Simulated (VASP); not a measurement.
**Al7BN8: single point with r2SCAN**

Crystal: Al7BN8.

```
CELL_PARAMETERS angstrom
6.09817 0.00000 0.00000
-3.04909 5.28117 0.00000
0.00000 0.00000 4.86653
ATOMIC_POSITIONS crystal
Al 0.32863 0.17137 0.49710
Al 0.16492 0.83246 0.00097
Al 0.32863 0.65727 0.49710
Al 0.66754 0.33508 0.00097
Al 0.84273 0.17137 0.49710
Al 0.66754 0.83246 0.00097
Al 0.83333 0.66667 0.50231
B 0.16667 0.33333 0.00782
N 0.16667 0.33333 0.33615
N 0.31722 0.18278 0.88965
N 0.16862 0.83431 0.38725
N 0.31722 0.63443 0.88965
N 0.66569 0.33138 0.38725
N 0.86557 0.18278 0.88965
N 0.66569 0.83431 0.38725
N 0.83333 0.66667 0.88480
```

```json
{
  "Program": "VASP 6.6.1",
  "Task": "single point",
  "Functional": "r2SCAN",
  "Potentials or basis": "VASP PAW PBE potentials, release 64 (Al, B, N)",
  "Cutoff": "520 eV",
  "k mesh": "4 × 4 × 5",
  "Occupations": "gaussian, width 0.01 eV",
  "Spin": "no spin polarisation",
  "Dipole correction": "no",
  "Further INCAR settings": "LREAL = Auto; ALGO = Normal; EDIFF = 1e-06; NBANDS = 46"
}
```

* Pressure: -0.3 GPa
* Largest force: 0.064 eV/Å
* Band gap on the k mesh: 4.50 eV (least direct gap 4.58 eV)

Forces in eV/Å, atoms in the order of the input:
```
Al   0.007 -0.004  0.001
Al   0.005  0.003 -0.003
Al   0.000  0.009  0.001
Al   0.000 -0.005 -0.003
Al  -0.007 -0.004  0.001
Al  -0.005  0.003 -0.003
Al   0.000  0.000 -0.002
B    0.000  0.000 -0.008
N    0.000  0.000  0.064
N    0.037 -0.021 -0.015
N   -0.001 -0.001  0.001
N    0.000  0.043 -0.015
N    0.000  0.001  0.001
N   -0.037 -0.021 -0.015
N    0.001 -0.001  0.001
N    0.000  0.000 -0.007
```

Levels at points of the mesh, in eV from the valence-band top:
| k point | band 28 | band 29 | band 30 | band 31 | band 32 | band 33 | band 34 | band 35 | band 36 | band 37 |
| --- | --- | --- | --- | --- | --- | --- | --- | --- | --- | --- |
| (0.00, 0.00, 0.00) | -0.72 | -0.52 | -0.13 | -0.13 | 0.00 | 4.58 | 5.74 | 6.38 | 6.68 | 6.68 |
| (0.50, 0.00, 0.00) | -1.34 | -0.56 | -0.50 | -0.42 | -0.32 | 5.93 | 6.18 | 6.55 | 7.21 | 7.87 |

Run time: 15 min on 1 thread of Intel Xeon 8259CL, on a shared host, peak memory 0.34 GiB.

Caveat: the PAW data sets were made with another functional, which shifts forces and pressure a little; an odd mesh through Γ misses points on the zone boundary, where band edges can lie.
